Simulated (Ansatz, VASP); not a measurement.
## MgS: VASP beside Ansatz

POSCAR

```
MgS
1.0
    0.0000000000      2.5672891600      2.5672891600
    2.5672891600      0.0000000000      2.5672891600
    2.5672891600      2.5672891600      0.0000000000
Mg S
1 1
Direct
    0.0000000000      0.0000000000      0.0000000000
    0.5000000000      0.5000000000      0.5000000000
```

The input INCAR.step1:

```
PREC = Accurate
ENCUT = 520
ISMEAR = -1
SIGMA = 0.02
LREAL = False
LASPH = True
NELM = 80
GGA = PE
ALGO = Normal
EDIFF = 1E-4
LWAVE = True
LCHARG = False
```

Contents of INCAR.step2:

```
PREC = Accurate
ENCUT = 520
EDIFF = 1E-7
ISMEAR = -1
SIGMA = 0.02
LREAL = False
LASPH = True
NELM = 80
ALGO = Normal
ISIF = 2
LWAVE = False
LCHARG = False
METAGGA = R2SCAN
LMIXTAU = True
IBRION = 2
NSW = 50
EDIFFG = -0.01
ISTART = 1
```

The input KPOINTS:

```
regular mesh
0
Gamma
  10 10 10
```

Input for Ansatz:

```yaml
crystal:
  lattice:
    - [0.0, 2.56728916, 2.56728916]
    - [2.56728916, 0.0, 2.56728916]
    - [2.56728916, 2.56728916, 0.0]
  atoms:
    - { symbol: Mg, position: [0.0, 0.0, 0.0] }
    - { symbol: S, position: [0.5, 0.5, 0.5] }
  symmetry: { tolerance: 0.0003 }
hamiltonian:
  xc: r2scan
  pseudopotentials: { kind: paw, azcp: { folder: soft_1 } }
basis:
  ecutwfc: 500
magnetization:
  spin_polarized: false
scf:
  occupations: { method: fermi_dirac, width: 0.02 }
kpoints:
  mp_grid: { grid: [10, 10, 10], shift: [0, 0, 0] }
  band_path:
    path:
      - [0.0, 0.0, 0.0]
      - [0.5, 0.0, 0.5]
      - [0.625, 0.25, 0.625]
      - [0.375, 0.375, 0.75]
      - [0.0, 0.0, 0.0]
      - [0.5, 0.5, 0.5]
      - [0.5, 0.25, 0.75]
      - [0.5, 0.0, 0.5]
    npoints: 10
output:
  forces: true
  stress: true
  eigenvalues: true
  write_potential: true
  elf: true
  volumetric_format: npy
  dos: { e_range: [-12, 8], de: 0.05 }
relax:
  max_steps: 30
```

Alike in both runs: task relaxation of the atoms; functional r2SCAN; k mesh 10 × 10 × 10; occupations fermi-dirac, width 0.02 eV; no spin polarisation.

```csv
,VASP,Ansatz
version,VASP 6.6.1,Ansatz 0.2.0
potentials or method,"VASP PAW PBE potentials, release 64 (Mg, S), cutoff 520 eV",PAW plane waves
valence electrons in the cell,8,16
```

Ansatz gave:

```
gap on the k mesh at the Fermi level, each at its own relaxed structure (eV) : 3.55
```

Which values does VASP return?

gap on the k mesh at the Fermi level, each at its own relaxed structure (eV): 3.52.

VASP's potentials were made for PBE, not for r2SCAN. VASP's potentials hold 8 valence electrons a cell and Ansatz's 16, so a difference there can come from the potentials and not from the codes. Ansatz's warnings: stress scf threshold loose.

Noted on VASP's run: the relaxation stopped at its first step, so nothing moved.
